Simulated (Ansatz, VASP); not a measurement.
**Al4Ga3 in VASP and in Ansatz**

```
Al Ga
1.0
     1.45651    0.84092   16.63572
    -1.45651    0.84092   16.63572
     0.00000   -1.68183   16.63572
Al Ga
4 3
Direct
  0.43102 0.43102 0.43102
  0.14365 0.14365 0.14365
  0.85635 0.85635 0.85635
  0.56898 0.56898 0.56898
  0.71698 0.71698 0.71698
  0.00000 0.00000 0.00000
  0.28302 0.28302 0.28302
```

Alike in both runs: functional PBE; k mesh 12 × 12 × 12; occupations gaussian, width 0.1 eV; no spin polarisation.

Ansatz relaxed the structure, and its values are those at the end. VASP's run is a single point on that final structure, the one shown.

```csv
,VASP,Ansatz
version,VASP 6.6.1,Ansatz 0.2.0
potentials or method,"VASP PAW PBE potentials, release 64 (Al, Ga_d), cutoff 520 eV","scalar-relativistic, plane waves, PAW"
valence electrons in the cell,51,51
```

```tsv
	VASP	Ansatz	Ansatz less VASP
gap on the k mesh at the Fermi level (eV)	none	none	-
pressure (GPa)	0.0	0.0	-0.04
```

A gap of «none» marks a metal or a gap that the smearing closes. With one functional, cell and mesh, what is left measures potentials, basis and numerics.
